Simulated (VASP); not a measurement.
# Cu3Au (Pm-3m) in VASP: notebook

The runs below take Cu3Au through single point, relaxation of cell and atoms, with PBE.

Program: VASP 6.6.1. These are calculated values, not measurements. Logs are shortened: lines on timing, memory, paths and dates and some standing lists are left out, and cuts for length are marked.

**1. The cell of the first run**

It takes space group Pm-3m (No. 221, cubic). The conventional cell has a = 3.781 Å, b = 3.781 Å, c = 3.781 Å, α = 90.00°, β = 90.00°, γ = 90.00°. Within 3.5 Å of Cu (site symmetry 4/mmm) lie 8 Cu at 2.67 Å and 4 Au at 2.67 Å. Au (site symmetry m-3m) has 12 Cu at 2.67 Å within 3.5 Å.

**2. Single point, PBE**

Input file INCAR:

```
SYSTEM = Cu3Au
PREC = Accurate
ENCUT = 600
EDIFF = 1E-6
ISMEAR = 0
SIGMA = 0.1
LREAL = .FALSE.
LASPH = .TRUE.
NELM = 120
ALGO = Normal
ISIF = 2
LWAVE = .FALSE.
LCHARG = .TRUE.
GGA = PE
LELF = .TRUE.
LVHAR = .TRUE.
NBANDS = 30
GGA_COMPAT = .FALSE.
```

Input file KPOINTS:

```
regular mesh
0
G
  12 12 12
  0 0 0
```

Input file POSCAR:

```
Cu3Au
1.0
    3.7806998538      0.0000000000      0.0000000000
    0.0000000000      3.7806998538      0.0000000000
    0.0000000000      0.0000000000      3.7806998538
Cu Au
3 1
Direct
    0.0000000000      0.5000000000      0.5000000000
    0.5000000000      0.5000000000      0.0000000000
    0.5000000000      0.0000000000      0.5000000000
    0.0000000000      0.0000000000      0.0000000000
```

Potentials or basis: VASP PAW PBE potentials, release 64 (Cu, Au).

The run is started by

```console
$ cat potpaw_PBE.64/Cu/POTCAR potpaw_PBE.64/Au/POTCAR > POTCAR
$ mpirun -np 1 vasp_std > vasp.out
```

OUTCAR:

```text
SYSTEM = Cu3Au
   PREC = Accurate
   ENCUT = 600
   EDIFF = 1E-6
   ISMEAR = 0
   LREAL = .FALSE.
   LASPH = .TRUE.
   NELM = 120
   ISIF = 2
   GGA = PE

 ion  position               nearest neighbor table
   1  0.000  0.500  0.500-   2 2.67   3 2.67   4 2.67   2 2.67   4 2.67   3 2.67   4 2.67   4 2.67
                             2 2.67   3 2.67   2 2.67   3 2.67
   2  0.500  0.500  0.000-   1 2.67   3 2.67   4 2.67   1 2.67   3 2.67   3 2.67   4 2.67   3 2.67
                             1 2.67   4 2.67   1 2.67   4 2.67
   3  0.500  0.000  0.500-   1 2.67   2 2.67   4 2.67   2 2.67   4 2.67   1 2.67   2 2.67   2 2.67
                             1 2.67   4 2.67   4 2.67   1 2.67
   4  0.000  0.000  0.000-   1 2.67   2 2.67   3 2.67   1 2.67   3 2.67   1 2.67   2 2.67   1 2.67
                             2 2.67   3 2.67   3 2.67   2 2.67

  LATTYP: Found a simple cubic cell.
 ALAT       =     3.7806998538

  Lattice vectors:

 A1 = (   3.7806998538,   0.0000000000,   0.0000000000)
 A2 = (   0.0000000000,   3.7806998538,   0.0000000000)
 A3 = (   0.0000000000,   0.0000000000,   3.7806998538)

Analysis of symmetry for initial positions (statically):
=====================================================================
 Subroutine PRICEL returns:
 Original cell was already a primitive cell.

 Routine SETGRP: Setting up the symmetry group for a
 simple cubic supercell.

 Subroutine GETGRP returns: Found 48 space group operations
 (whereof 48 operations were pure point group operations)
 out of a pool of 48 trial point group operations.

The static configuration has the point symmetry O_h .

Analysis of symmetry for dynamics (positions and initial velocities):
=====================================================================
 Subroutine PRICEL returns:
 Original cell was already a primitive cell.

 Routine SETGRP: Setting up the symmetry group for a
 simple cubic supercell.

 Subroutine GETGRP returns: Found 48 space group operations
 (whereof 48 operations were pure point group operations)
 out of a pool of 48 trial point group operations.

The dynamic configuration has the point symmetry O_h .

 Subroutine INISYM returns: Found 48 space group operations
 (whereof 48 operations are pure point group operations),
 and found     1 'primitive' translations

----------------------------------------------------------------------------------------

                                     Primitive cell

  volume of cell :      54.0402

[... 86 lines left out ...]
   ISPIN  =      1    spin polarized calculation?
   LNONCOLLINEAR =      F non collinear calculations
   LSORBIT =      F    spin-orbit coupling
   LASPH  =      T    aspherical Exc in radial PAW
   ENCUT  =  600.0 eV  44.10 Ry    6.64 a.u.   7.55  7.55  7.55*2*pi/ulx,y,z
   NELM   =    120;   NELMIN=  2; NELMDL= -5     # of ELM steps
   EDIFF  = 0.1E-05   stopping-criterion for ELM
   LREAL  =      F    real-space projection
   EDIFFG = 0.1E-04   stopping-criterion for IOM
   NSW    =      0    number of steps for IOM
   IBRION =     -1    ionic relax: 0-MD 1-quasi-New 2-CG
   NFREE  =      0    steps in history (QN), initial steepest desc. (CG)
   ISIF   =      2    stress and relaxation
   ISYM   =      2    0-nonsym 1-usesym 2-fastsym
   POTIM  = 0.5000    time-step for ionic-motion
   TEBEG  =    0.0;   TEEND  =   0.0 temperature during run
   PSTRESS=    0.0 pullay stress
   NELECT =      44.0000    total number of electrons
   NUPDOWN=      -1.0000    fix difference up-down
   EMIN   =  10.00;   EMAX   =-10.00  energy-range for DOS
   EFERMI =   0.00;   METHOD = LEGACY
   ISMEAR =     0;   SIGMA  =   0.10  broadening in eV -4-tet -1-fermi 0-gaus
   EFERMI_NEDOS =   21; number of points for ismear=-14 and -15
   IALGO  =     38    algorithm
   IMIX   =      4    mixing-type and parameters
     AMIX     =   0.40;   BMIX     =  1.00
     AMIX_MAG =   1.60;   BMIX_MAG =  1.00
  volume/ion in A,a.u.               =      13.51        91.17
  Fermi-wavevector in a.u.,A,eV,Ry     =   1.528693  2.888810 31.795473  2.336901
  Thomas-Fermi vector in A             =   2.636416
   LORBIT       =      0    0 simple, 1 ext, 2 COOP (PROOUT), +10 PAW based schemes
   GGA     = PE    functional components
   LHFCALC =     F    Hartree Fock is set to
   AEXX    =    0.0000 exact exchange contribution
   IVDW    =     0    specifies the selected vdW correction
   LEPSILON=     F    determine dielectric tensor
   LRPA    =     F    only Hartree local field effects (RPA)
 non-spin polarized calculation
 Gauss-broadening in eV      SIGMA  =   0.10
  energy-cutoff  :      600.00
  volume of cell :       54.04
 maximum number of plane-waves:      1856
   NGX = 15   NGY = 15   NGZ = 15

 number of electron      44.0000006 magnetization

 Free energy of the ion-electron system (eV)
  ---------------------------------------------------
  ext. energy  EPLUGINS =         0.00000000
  ---------------------------------------------------
  free energy    TOTEN  =       -14.59180528 eV

  energy without entropy =      -14.58710559  energy(sigma->0) =      -14.58945544

 E-fermi :   7.9568     XC(G=0): -12.5476

 val. band max:        7.9251108124   @ k =   0.1667   0.0833   0.0000
 cond. band min:       7.9678847160   @ k =   0.3333   0.3333   0.0000
 fundamental gap:      0.0427739036
 Fermi energy:         7.9567860934

 k-point     1 :       0.0000    0.0000    0.0000
  band No.  band energies     occupation
      1      -1.5002      2.00000
      2       1.7158      2.00000
      3       1.7158      2.00000
      4       2.5086      2.00000
      5       2.5086      2.00000
      6       2.5086      2.00000
[... 781 lines left out ...]
     29      18.7907      0.00000
     30      18.9382      0.00000

 [... further k-points ...]
[... 5 lines left out ...]
  --------------------------------------------------------------------------------------
  -------------------------------------------------------------------------------------
  Total        0.1056726      0.1056726      0.1056726      0.0000000     -0.0000000     -0.0000000
  in kB        3.1329723      3.1329723      3.1329723      0.0000000     -0.0000000     -0.0000000
  external PRESSURE =       3.1329723 kB  Pullay stress =       0.0000000 kB

 VOLUME and BASIS-vectors are now :
 -----------------------------------------------------------------------------
  energy-cutoff  :      600.00
  volume of cell :       54.04
      direct lattice vectors                 reciprocal lattice vectors
     3.780699854  0.000000000  0.000000000     0.264501293  0.000000000  0.000000000
     0.000000000  3.780699854  0.000000000     0.000000000  0.264501293  0.000000000
     0.000000000  0.000000000  3.780699854     0.000000000  0.000000000  0.264501293

 POSITION                                       TOTAL-FORCE (eV/Angst)
 -----------------------------------------------------------------------------------
      0.00000      1.89035      1.89035         0.000000      0.000000      0.000000
      1.89035      1.89035      0.00000         0.000000      0.000000      0.000000
      1.89035      0.00000      1.89035         0.000000      0.000000      0.000000
      0.00000      0.00000      0.00000         0.000000      0.000000      0.000000
 -----------------------------------------------------------------------------------
    total drift:                                0.000000      0.000000     -0.000000

  FREE ENERGIE OF THE ION-ELECTRON SYSTEM (eV)
  ---------------------------------------------------
  free  energy   TOTEN  =       -14.5918052780 eV

  energy  without entropy=      -14.5871055942  energy(sigma->0) =      -14.58945544
```

OSZICAR:

```text
N       E                     dE             d eps       ncg     rms          rms(c)
DAV:   1     0.382436383969E+03    0.38244E+03   -0.21872E+04  5264   0.263E+03
DAV:   2     0.208635744883E+02   -0.36157E+03   -0.34111E+03  5064   0.437E+02
DAV:   3    -0.162129588023E+02   -0.37077E+02   -0.35000E+02  5664   0.173E+02
DAV:   4    -0.172020327336E+02   -0.98907E+00   -0.98683E+00  6594   0.348E+01
DAV:   5    -0.172185885942E+02   -0.16556E-01   -0.16554E-01  7528   0.337E+00    0.152E+01
DAV:   6    -0.158071291363E+02    0.14115E+01   -0.20612E+01  5966   0.105E+02    0.753E+00
DAV:   7    -0.146387295874E+02    0.11684E+01   -0.58252E+00  6006   0.792E+01    0.462E+00
DAV:   8    -0.146145999206E+02    0.24130E-01   -0.34562E-01  7584   0.709E+00    0.319E+00
DAV:   9    -0.146133072294E+02    0.12927E-02   -0.13952E-01  8202   0.920E+00    0.204E+00
DAV:  10    -0.145914694809E+02    0.21838E-01   -0.70240E-02  8000   0.686E+00    0.182E-01
DAV:  11    -0.145918727874E+02   -0.40331E-03   -0.64785E-03  7734   0.972E-01    0.148E-01
DAV:  12    -0.145918217766E+02    0.51011E-04   -0.15393E-04  6618   0.147E-01    0.683E-02
DAV:  13    -0.145918060875E+02    0.15689E-04   -0.62017E-05  8018   0.122E-01    0.732E-03
DAV:  14    -0.145918052780E+02    0.80953E-06   -0.66809E-06  6044   0.372E-02
   1 F= -.14591805E+02 E0= -.14589455E+02  d E =-.469968E-02
```

stdout:

```text
POSCAR found type information on POSCAR CuAu
 POSCAR found :  2 types and       4 ions
 scaLAPACK will be used
 LDA part: xc-table for (Slater+PW92), standard interpolation
 POSCAR, INCAR and KPOINTS ok, starting setup
 FFT: planning ... GRIDC
 FFT: planning ... GRID_SOFT
 FFT: planning ... GRID
 WAVECAR not read
 entering main loop
```

It took 2.3 min on 1 thread of AMD EPYC 7R43 (Zen 3), shared host; peak memory 0.24 GiB.

Results:

```
Free energy            : -14.5918 eV
Pressure               : 0.3 GPa
Band gap on the k mesh : zero (band 22 reaches 9.22 eV, above the bottom of band 23 at 6.96 eV)
```

Caveat: spin-orbit coupling is left out, which moves the levels of the heavy elements.

**3. Relaxation of cell and atoms, PBE**

This run uses another cell than the first one, of 13.03 Å³/atom, 0.964 times its volume.

Input file INCAR:

```
ALGO = Normal
EDIFF = 1E-7
EDIFFG = -0.005
ENCUT = 600
GGA = PE
GGA_COMPAT = F
IBRION = 2
ISIF = 3
ISMEAR = 0
LASPH = T
LCHARG = F
LREAL = F
LWAVE = F
NELM = 120
NELMIN = 4
NSW = 100
PREC = Accurate
SIGMA = 0.1
```

Input file KPOINTS:

```
k-points
0
Gamma
  12 12 12
```

Input file POSCAR:

```
Cu3Au
1.0
    3.7353875600      0.0000000000      0.0000000000
    0.0000000000      3.7353875600      0.0000000000
    0.0000000000      0.0000000000      3.7353875600
Cu Au
3 1
Direct
    0.0000000000      0.5000000000      0.5000000000
    0.5000000000      0.5000000000      0.0000000000
    0.5000000000      0.0000000000      0.5000000000
    0.0000000000      0.0000000000      0.0000000000
```

Potentials or basis: VASP PAW PBE potentials, release 64 (Cu, Au).

The run is started by

```console
$ cat potpaw_PBE.64/Cu/POTCAR potpaw_PBE.64/Au/POTCAR > POTCAR
$ mpirun -np 1 vasp_std > vasp.out
```

Run time: 5.3 min. Hardware: 1 thread of AMD EPYC 7R43 (Zen 3), shared host; peak memory 0.23 GiB.

It converged, with:

```yaml
Free_energy: -14.5915 eV
Relaxed_volume: 13.53 Å³/atom
Relaxed_cell: a = 3.783 Å, b = 3.783 Å, c = 3.783 Å, α = 90.00°, β = 90.00°, γ = 90.00°
Space_group_after_relaxing_to_0.05_Å: Pm-3m (No. 221)
Energy_gained_by_relaxing: 8.9 meV/atom
Ionic_steps: 3
Pressure_after_relaxing: 0.0 GPa
Band_gap_on_the_k_mesh: zero (band 22 reaches 9.20 eV, above the bottom of band 23 at 6.95 eV)
```

The path:
| step | energy change (eV) | largest force (eV/Å) | pressure (GPa) | volume (Å³) |
| --- | --- | --- | --- | --- |
| 1 | 0.0000 | 0.0000 | 5.98 | 52.12 |
| 2 | -0.0129 | 0.0000 | -4.06 | 55.88 |
| 3 | -0.0357 | 0.0000 | 0.02 | 54.14 |

Final structure:
```
CELL_PARAMETERS angstrom
3.78297 0.00000 0.00000
0.00000 3.78297 0.00000
0.00000 0.00000 3.78297
ATOMIC_POSITIONS crystal
Cu 0.00000 0.50000 0.50000
Cu 0.50000 0.50000 0.00000
Cu 0.50000 0.00000 0.50000
Au 0.00000 0.00000 0.00000
```

Levels at points of the mesh, in eV from the Fermi level:
| k point | band 19 | band 20 | band 21 | band 22 | band 23 | band 24 | band 25 | band 26 |
| --- | --- | --- | --- | --- | --- | --- | --- | --- |
| (0.00, 0.00, 0.00) | -1.42 | -1.42 | -1.42 | 1.27 | 1.27 | 1.27 | 5.76 | 7.27 |
| (0.50, 0.00, 0.00) | -2.00 | -1.92 | -1.55 | -1.43 | 5.67 | 5.67 | 6.42 | 6.42 |
| (0.50, 0.50, 0.00) | -2.20 | -2.13 | -0.56 | -0.56 | -0.48 | 0.26 | 8.40 | 9.29 |
| (0.50, 0.50, 0.50) | -1.63 | -1.63 | -1.01 | -0.99 | -0.99 | -0.99 | 2.30 | 3.95 |

Caveat: spin-orbit coupling is left out, which moves the levels of the heavy elements.
